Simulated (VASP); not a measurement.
## YCu2Sb3: single point with PBE

The system is YCu2Sb3.

```
CELL_PARAMETERS angstrom
6.41220 0.00000 0.00000
-3.20610 5.55313 0.00000
0.00000 0.00000 3.99402
ATOMIC_POSITIONS crystal
Y 0.00000 0.00000 0.00000
Cu 0.33333 0.66667 0.00000
Cu 0.66667 0.33333 0.00000
Sb 0.50000 0.00000 0.50000
Sb 0.50000 0.50000 0.50000
Sb 0.00000 0.50000 0.50000
```

```json
{"Program": "VASP 6.6.1", "Task": "single point", "Functional": "PBE", "Potentials or basis": "VASP PAW PBE potentials, release 64 (Y_sv, Cu, Sb)", "Cutoff": "520 eV", "k mesh": "9 × 9 × 10", "Occupations": "gaussian, width 0.1 eV", "Spin": "no spin polarisation", "Dipole correction": "no", "Further INCAR settings": "ALGO = Normal; EDIFF = 1e-07; NBANDS = 33"}
```

```yaml
Pressure: 0.0 GPa
Band_gap_on_the_k_mesh: zero (bands 24 and 25 overlap by 1.90 eV)
```

Levels at points of the mesh, in eV from the Fermi level:
```csv
k point,band 22,band 23,band 24,band 25,band 26,band 27
"(0.00, 0.00, 0.00)",-1.46,0.56,1.31,1.31,1.68,1.68
"(0.00, 0.00, 0.50)",-2.53,-2.53,-1.42,1.12,1.44,1.44
```

It took 4.3 min on 1 thread of Intel(R) Xeon(R) Platinum 8559C (Emerald Rapids), with other jobs on the host, peak memory 0.49 GiB.

Caveat: spin-orbit coupling is left out, which moves the levels of the heavy elements.
